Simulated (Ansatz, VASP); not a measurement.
Given: the input of a run of Ansatz 0.2.0 on PbSe.

input.yaml

```yaml
crystal:
  lattice:
    - [4.35522197, 0.0, 0.0]
    - [-0.0101716689, 4.3552100919, 0.0]
    - [-2.1725251505, -2.177605046, 11.8386061582]
  atoms:
    - { symbol: Pb, position: [0.80684, 0.807304, 0.618443] }
    - { symbol: Pb, position: [0.185454, 0.19981, 0.382376] }
    - { symbol: Se, position: [0.287332, 0.323146, 0.623194] }
    - { symbol: Se, position: [0.684266, 0.699895, 0.377965] }
hamiltonian:
  xc: lda
  pseudopotentials: { kind: paw }
kpoints:
  mp_grid: { grid: [6, 6, 3] }
scf:
  occupations: { method: fermi_dirac, width: 0.05 }
output:
  forces: true
  stress: true
  eigenvalues: true
```

Potentials or basis: Ansatz PAW.

Run with:

```console
$ ansatz run input.yaml --threads 1 --pin off --max-ram 3584MiB --backend cpu --events-out ev --progress --plain --runs-dir out
```

Q: Translate it to VASP 6.6.1. Potentials there: VASP PAW LDA potentials, release 64 (Pb_d, Se).

A: As run (the cutoff follows the program's own potentials):

The input INCAR:

```
PREC     = Accurate       # precision mode
ENCUT    = 520            # plane-wave cutoff, eV
EDIFF    = 1E-7           # SCF threshold, eV
ISMEAR   = -1             # smearing method
SIGMA    = 0.05           # smearing width, eV
LREAL    = F              # projectors in reciprocal space
LASPH    = T              # aspherical terms in the spheres
NELM     = 100            # most SCF steps
ALGO     = Normal         # electronic algorithm
ISIF     = 2              # what is computed and relaxed
LWAVE    = F              # write WAVECAR
LCHARG   = F              # write CHGCAR
NBANDS   = 28             # bands
```

The input KPOINTS:

```
regular mesh
0
Gamma
  6 6 3
```

File POSCAR:

```
PbSe
1.0
    4.3552219700      0.0000000000      0.0000000000
   -0.0101716689      4.3552100919      0.0000000000
   -2.1725251505     -2.1776050460     11.8386061582
Pb Se
2 2
Direct
    0.8068400000      0.8073040000      0.6184430000
    0.1854540000      0.1998100000      0.3823760000
    0.2873320000      0.3231460000      0.6231940000
    0.6842660000      0.6998950000      0.3779650000
```

Potentials or basis: VASP PAW LDA potentials, release 64 (Pb_d, Se).

Run with:

```bash
$ cat potpaw_LDA.64/Pb_d/POTCAR potpaw_LDA.64/Se/POTCAR > POTCAR
$ mpirun -np 1 vasp_std > vasp.out
```

Both were run:

|  | VASP | Ansatz | Ansatz less VASP |
| --- | --- | --- | --- |
| gap on the k mesh at the Fermi level (eV) | 1.46 | 1.47 | +0.006 |
| least direct gap on the mesh (eV) | 1.46 | 1.47 | +0.006 |
| rms of the force components (eV/Å) | 0.201 | 0.210 | +0.0090 |

LDA's correlation is that of Perdew and Zunger in VASP and of Perdew and Wang (1992) in Ansatz. Atom by atom the forces differ by 0.010 eV/Å (rms over components). VASP's potentials hold 40 valence electrons a cell and Ansatz's 60, so a difference there can come from the potentials and not from the codes.

Spin-orbit coupling is off throughout. Noted on Ansatz's run: odd divisions of the mesh miss points on the zone boundary, where band edges often lie, so the gap on the mesh can be too wide.
